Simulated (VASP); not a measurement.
# CaI2 (P-3m1) in VASP: a series of runs, part 2 of 2

VASP 6.6.1.

## Step 3: Relaxation of shape and atoms at fixed volume, LDA

This run uses another cell than the first one, of 42.69 Å³/atom, 1.250 times its volume.

INCAR

```
  PREC = Accurate
  ENCUT = 600
  EDIFF = 1E-6
  ISMEAR = -1
  SIGMA = 0.03
  LREAL = F
  LASPH = T
  NELM = 100
  ALGO = Normal
  ISIF = 4
  LWAVE = F
  LCHARG = F
  IBRION = 2
  NSW = 50
  EDIFFG = -0.01
```

KPOINTS

```
Automatic mesh
0
Gamma
  7 7 4
```

POSCAR

```
CaI2
1.0
    4.5289655350      0.0000000000      0.0000000000
   -2.2644827675      3.9221992062      0.0000000000
    0.0000000000      0.0000000000      7.2098299600
Ca I
1 2
Direct
    0.0000000000      0.0000000000      0.0000000000
    0.3333333333      0.6666666667      0.2443023700
    0.6666666667      0.3333333333      0.7556976300
```

Potentials or basis: VASP PAW LDA potentials, release 64 (Ca_sv, I).

Command:

```console
> cat potpaw_LDA.64/Ca_sv/POTCAR potpaw_LDA.64/I/POTCAR > POTCAR
> mpirun -np 1 vasp_std > vasp.out
```

OUTCAR:

```text
PREC = Accurate
   ENCUT = 600
   EDIFF = 1E-6
   ISMEAR = -1
   LREAL = F
   LASPH = T
   NELM = 100
   ISIF = 4
   IBRION = 2
   NSW = 50
   EDIFFG = -0.01

 ion  position               nearest neighbor table
   1  0.000  0.000  0.000-   2 3.15   3 3.15   3 3.15   2 3.15   3 3.15   2 3.15
   2  0.333  0.667  0.244-   1 3.15   1 3.15   1 3.15
   3  0.667  0.333  0.756-   1 3.15   1 3.15   1 3.15

  LATTYP: Found a hexagonal cell.
 ALAT       =     4.5289655350
 C/A-ratio  =     1.5919374754

  Lattice vectors:

 A1 = (   4.5289655350,   0.0000000000,   0.0000000000)
 A2 = (  -2.2644827675,   3.9221992062,   0.0000000000)
 A3 = (   0.0000000000,   0.0000000000,   7.2098299600)

Analysis of symmetry for initial positions (statically):
=====================================================================
 Subroutine PRICEL returns:
 Original cell was already a primitive cell.

 Routine SETGRP: Setting up the symmetry group for a
 hexagonal supercell.

 Subroutine GETGRP returns: Found 12 space group operations
 (whereof 12 operations were pure point group operations)
 out of a pool of 24 trial point group operations.

The static configuration has the point symmetry D_3d.

Analysis of symmetry for dynamics (positions and initial velocities):
=====================================================================
 Subroutine PRICEL returns:
 Original cell was already a primitive cell.

 Routine SETGRP: Setting up the symmetry group for a
 hexagonal supercell.

 Subroutine GETGRP returns: Found 12 space group operations
 (whereof 12 operations were pure point group operations)
 out of a pool of 24 trial point group operations.

The dynamic configuration has the point symmetry D_3d.

 Subroutine INISYM returns: Found 12 space group operations
 (whereof 12 operations are pure point group operations),
 and found     1 'primitive' translations

----------------------------------------------------------------------------------------

                                     Primitive cell

  volume of cell :     128.0719

  direct lattice vectors                    reciprocal lattice vectors
     4.528965535  0.000000000  0.000000000     0.220800974  0.127479502  0.000000000
    -2.264482768  3.922199206  0.000000000     0.000000000  0.254959003  0.000000000
     0.000000000  0.000000000  7.209829960     0.000000000  0.000000000  0.138699526

  length of vectors
     4.528965535  4.528965535  7.209829960     0.254959003  0.254959003  0.138699526

  position of ions in fractional coordinates (direct lattice)
     0.000000000  0.000000000  0.000000000
     0.333333333  0.666666667  0.244302370
     0.666666667  0.333333333  0.755697630

  ion indices of the primitive-cell ions
   primitive index   ion index
                 1           1
                 2           2
                 3           3

----------------------------------------------------------------------------------------

 KPOINTS: Automatic mesh

Automatic generation of k-mesh.
 Grid dimensions read from file:
 generate k-points for:    7    7    4

 Generating k-lattice:

  Cartesian coordinates                     Fractional coordinates (reciprocal lattice)
     0.031542996  0.018211357  0.000000000     0.142857143  0.000000000  0.000000000
     0.000000000  0.036422715  0.000000000     0.000000000  0.142857143  0.000000000
     0.000000000  0.000000000  0.034674882     0.000000000  0.000000000  0.250000000

  Length of vectors
     0.036422715  0.036422715  0.034674882

  Shift w.r.t. Gamma in fractional coordinates (k-lattice)
     0.000000000  0.000000000  0.000000000

 Subroutine IBZKPT returns following result:
 ===========================================

 Found     28 irreducible k-points:

 Following reciprocal coordinates:
            Coordinates               Weight
  0.000000  0.000000  0.000000      1.000000
  0.142857  0.000000  0.000000      6.000000
  0.285714  0.000000  0.000000      6.000000
  0.428571  0.000000  0.000000      6.000000
  0.142857  0.142857  0.000000      6.000000
  0.285714  0.142857  0.000000     12.000000
[... 16 lines left out ...]
  0.285714  0.000000  0.500000      6.000000
  0.428571  0.000000  0.500000      6.000000
 [... further k-points ...]
   k-points           NKPTS =     28   k-points in BZ     NKDIM =     28   number of bands    NBANDS=     16
   number of dos      NEDOS =    301   number of ions     NIONS =      3
   total plane-waves  NPLWV =  77760
   dimension x,y,z NGX =    36 NGY =   36 NGZ =   60
   dimension x,y,z NGXF=    72 NGYF=   72 NGZF=  120
   ions per type =               1   2
   NGX,Y,Z   is equivalent  to a cutoff of  13.21, 13.21, 13.83 a.u.
   NGXF,Y,Z  is equivalent  to a cutoff of  26.43, 26.43, 27.67 a.u.
 SYSTEM =  unknown system
   PREC   = accura    normal or accurate (medium, high low for compatibility)
   ISTART =      0    job   : 0-new  1-cont  2-samecut
   ICHARG =      2    charge: 1-file 2-atom 10-const
   ISPIN  =      1    spin polarized calculation?
   LNONCOLLINEAR =      F non collinear calculations
   LSORBIT =      F    spin-orbit coupling
   LASPH  =      T    aspherical Exc in radial PAW
   ENCUT  =  600.0 eV  44.10 Ry    6.64 a.u.   9.05  9.05 14.40*2*pi/ulx,y,z
   NELM   =    100;   NELMIN=  2; NELMDL= -5     # of ELM steps
   EDIFF  = 0.1E-05   stopping-criterion for ELM
   LREAL  =      F    real-space projection
   EDIFFG = -.1E-01   stopping-criterion for IOM
   NSW    =     50    number of steps for IOM
   IBRION =      2    ionic relax: 0-MD 1-quasi-New 2-CG
   NFREE  =      1    steps in history (QN), initial steepest desc. (CG)
   ISIF   =      4    stress and relaxation
   ISYM   =      2    0-nonsym 1-usesym 2-fastsym
   POTIM  = 0.5000    time-step for ionic-motion
   TEBEG  =    0.0;   TEEND  =   0.0 temperature during run
   PSTRESS=    0.0 pullay stress
   NELECT =      24.0000    total number of electrons
   NUPDOWN=      -1.0000    fix difference up-down
   EMIN   =  10.00;   EMAX   =-10.00  energy-range for DOS
   EFERMI =   0.00;   METHOD = LEGACY
   ISMEAR =    -1;   SIGMA  =   0.03  broadening in eV -4-tet -1-fermi 0-gaus
   EFERMI_NEDOS =   21; number of points for ismear=-14 and -15
   IALGO  =     38    algorithm
   IMIX   =      4    mixing-type and parameters
     AMIX     =   0.40;   BMIX     =  1.00
     AMIX_MAG =   1.60;   BMIX_MAG =  1.00
  volume/ion in A,a.u.               =      42.69       288.09
  Fermi-wavevector in a.u.,A,eV,Ry     =   0.936830  1.770352 11.941153  0.877650
  Thomas-Fermi vector in A             =   2.063879
   LORBIT       =      0    0 simple, 1 ext, 2 COOP (PROOUT), +10 PAW based schemes
   GGA     = CA    functional components
   LHFCALC =     F    Hartree Fock is set to
   AEXX    =    0.0000 exact exchange contribution
   IVDW    =     0    specifies the selected vdW correction
   LEPSILON=     F    determine dielectric tensor
   LRPA    =     F    only Hartree local field effects (RPA)
 conjugate gradient relaxation of ions
 non-spin polarized calculation
  energy-cutoff  :      600.00
  volume of cell :      128.07
 maximum number of plane-waves:      4313
   NGX = 19   NGY = 19   NGZ = 29

--------------------------------------- Ionic step        1  -------------------------------------------

 number of electron      24.0000001 magnetization

 Free energy of the ion-electron system (eV)
  ---------------------------------------------------
  ext. energy  EPLUGINS =         0.00000000
  ---------------------------------------------------
  free energy    TOTEN  =       -11.08382092 eV

  energy without entropy =      -11.08382092  energy(sigma->0) =      -11.08382092

------------------------ aborting loop because EDIFF is reached ----------------------------------------

  FORCE on cell =-STRESS in cart. coord.  units (eV):
  Direction    XX          YY          ZZ          XY          YZ          ZX
  --------------------------------------------------------------------------------------
  -------------------------------------------------------------------------------------
  Total       -1.6683125     -1.6683125     -1.4416590      0.0000000      0.0000000      0.0000000
  in kB      -20.8705695    -20.8705695    -18.0351369      0.0000000      0.0000000      0.0000000
  external PRESSURE =     -19.9254253 kB  Pullay stress =       0.0000000 kB
[... 209 lines left out ...]
--------------------------------------- Ionic step        7  -------------------------------------------

 number of electron      23.9999998 magnetization

 Free energy of the ion-electron system (eV)
  ---------------------------------------------------
  ext. energy  EPLUGINS =         0.00000000
  ---------------------------------------------------
  free energy    TOTEN  =       -11.11445480 eV

  energy without entropy =      -11.11445480  energy(sigma->0) =      -11.11445480

 E-fermi :   1.3860     XC(G=0):  -7.9284

 val. band max:        0.6749631600   @ k =   0.0000   0.0000   0.0000
 cond. band min:       4.3065386079   @ k =   0.4286   0.0000   0.0000
 fundamental gap:      3.6315754479
 Fermi energy:         1.3859880061

 k-point     1 :       0.0000    0.0000    0.0000
  band No.  band energies     occupation
      1     -38.3491      2.00000
      2     -19.6917      2.00000
      3     -19.6567      2.00000
      4     -19.6567      2.00000
      5     -10.6951      2.00000
      6     -10.2650      2.00000
[... 433 lines left out ...]
      3     -19.6756      2.00000
      4     -19.6667      2.00000
      5     -10.2853      2.00000
      6     -10.2275      2.00000
[... 8 lines left out ...]
     15       6.1660      0.00000
     16       6.1771      0.00000

 [... further k-points ...]
[... 5 lines left out ...]
  --------------------------------------------------------------------------------------
  -------------------------------------------------------------------------------------
  Total       -0.5721229     -0.5721229     -0.5868800      0.0000000      0.0000000      0.0000000
  in kB       -7.1572503     -7.1572503     -7.3418621      0.0000000      0.0000000      0.0000000
  external PRESSURE =      -7.2187875 kB  Pullay stress =       0.0000000 kB
[... 18 lines left out ...]
  FREE ENERGIE OF THE ION-ELECTRON SYSTEM (eV)
  ---------------------------------------------------
  free  energy   TOTEN  =       -11.1144547989 eV

  energy  without entropy=      -11.1144547989  energy(sigma->0) =      -11.11445480

 reached required accuracy - stopping structural energy minimisation
```

OSZICAR:

```text
N       E                     dE             d eps       ncg     rms          rms(c)
DAV:   1     0.174575280889E+03    0.17458E+03   -0.11014E+04   896   0.142E+03
DAV:   2    -0.745004079670E+00   -0.17532E+03   -0.17298E+03  1152   0.279E+02
DAV:   3    -0.104521051674E+02   -0.97071E+01   -0.96959E+01  1272   0.638E+01
[... 59 lines left out ...]
DAV:   4    -0.111144502949E+02    0.17413E-02   -0.40629E-03  1408   0.411E-01    0.495E-02
DAV:   5    -0.111144446574E+02    0.56376E-05   -0.17161E-04  1280   0.896E-02    0.366E-02
DAV:   6    -0.111144528021E+02   -0.81447E-05   -0.26695E-05  1480   0.303E-02    0.129E-02
DAV:   7    -0.111144547588E+02   -0.19567E-05   -0.24058E-06  1192   0.113E-02    0.767E-03
DAV:   8    -0.111144547989E+02   -0.40174E-07   -0.86299E-07   792   0.572E-03
   7 F= -.11114455E+02 E0= -.11114455E+02  d E =-.479354E-02
```

It took 3.3 min on 1 thread of Intel Xeon Platinum 8259CL at 2.50GHz (Skylake/Cascade Lake), shared host; peak memory 0.26 GiB.

What came out:

```yaml
Free_energy: -11.1145 eV
Energy_gained_by_relaxing: 10.2 meV/atom
Ionic_steps: 7
Pressure_after_relaxing: -0.7 GPa
Largest_force_after_relaxing: 0.005 eV/Å
Band_gap_on_the_k_mesh: 3.63 eV, indirect (least direct gap 4.19 eV)
```

Forces in eV/Å, atoms in the order of the input:
```
Ca   0.000  0.000  0.000
I    0.000  0.000 -0.005
I    0.000  0.000  0.005
```

The path:
| step | energy change (eV) | largest force (eV/Å) | pressure (GPa) | volume (Å³) |
| --- | --- | --- | --- | --- |
| 1 | 0.0000 | 0.2373 | -1.99 | 128.07 |
| 2 | -0.0057 | 0.2065 | -1.87 | 128.07 |
| 3 | -0.0186 | 0.1118 | -1.49 | 128.07 |
| 4 | -0.0249 | 0.0942 | -0.65 | 128.07 |
| 5 | -0.0258 | 0.0368 | -0.89 | 128.07 |
| 6 | -0.0289 | 0.0221 | -0.82 | 128.07 |
| 7 | -0.0306 | 0.0050 | -0.72 | 128.07 |

Final structure:
```yaml
crystal:
  lattice:
    - [4.41964, 0.00000, 0.00000]
    - [-2.20982, 3.82752, 0.00000]
    - [0.00000, 0.00000, 7.57092]
  atoms:
    - { symbol: Ca, position: [0.00000, 0.00000, 0.00000] }
    - { symbol: I, position: [0.33333, 0.66667, 0.23011] }
    - { symbol: I, position: [0.66667, 0.33333, 0.76989] }
```

Caveat: spin-orbit coupling is left out, which moves the levels of the heavy elements. Expect the measured gap to be larger: semilocal functionals such as LDA lack the derivative discontinuity.
